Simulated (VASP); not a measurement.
Write the native input for VASP 6.6.1 that does the following.

```yaml
Task: single point
Functional: PBE
Potentials_or_basis: VASP PAW PBE potentials, release 64 (Fe)
Cutoff: 520 eV
k_mesh: 15 × 15 × 15
Occupations: fermi-dirac, width 0.01 eV
Spin: collinear spin, ferromagnetic start
Starting_moments: "[2.208] μB"
Dipole_correction: no
Further_INCAR_settings: ALGO = Normal; EDIFF = 1e-06; NBANDS = 14
```

The structure of Fe lies in POSCAR:

```
Fe
1.0
   -1.4163059769      1.4163059769      1.4163059769
    1.4163059769     -1.4163059769      1.4163059769
    1.4163059769      1.4163059769     -1.4163059769
Fe
1
Direct
    0.0000000000      0.0000000000      0.0000000000
```

The input as run:

INCAR

```
SYSTEM = Fe
PREC = Accurate
ENCUT = 520
EDIFF = 1E-6
ISMEAR = -1
SIGMA = 0.01
LREAL = .False.
LASPH = .True.
NELM = 150
ALGO = Normal
ISIF = 2
LWAVE = .False.
LCHARG = .True.
ISPIN = 2
MAGMOM = 2.208
LORBIT = 11
LMAXMIX = 4
GGA = PE
LELF = .True.
LVHAR = .True.
NBANDS = 14
```

KPOINTS

```
regular mesh
0
Gamma
  15 15 15
  0 0 0
```

Potentials or basis: VASP PAW PBE potentials, release 64 (Fe).

Run with:

```bash
$ cat potpaw_PBE.64/Fe/POTCAR > POTCAR
$ mpirun -np 1 vasp_std > vasp.out
```

Results of the run:

```
Pressure                                              : -0.7 GPa
Net moment                                            : 2.18 μB per cell
Site moments                                          : Fe +2.18 μB
Valence electrons inside the program's atomic spheres : Fe 7.27
```

Run time: 18 s on 1 thread of Intel(R) Xeon(R) Platinum 8559C (Emerald Rapids) (shared host), peak memory 0.14 GiB.
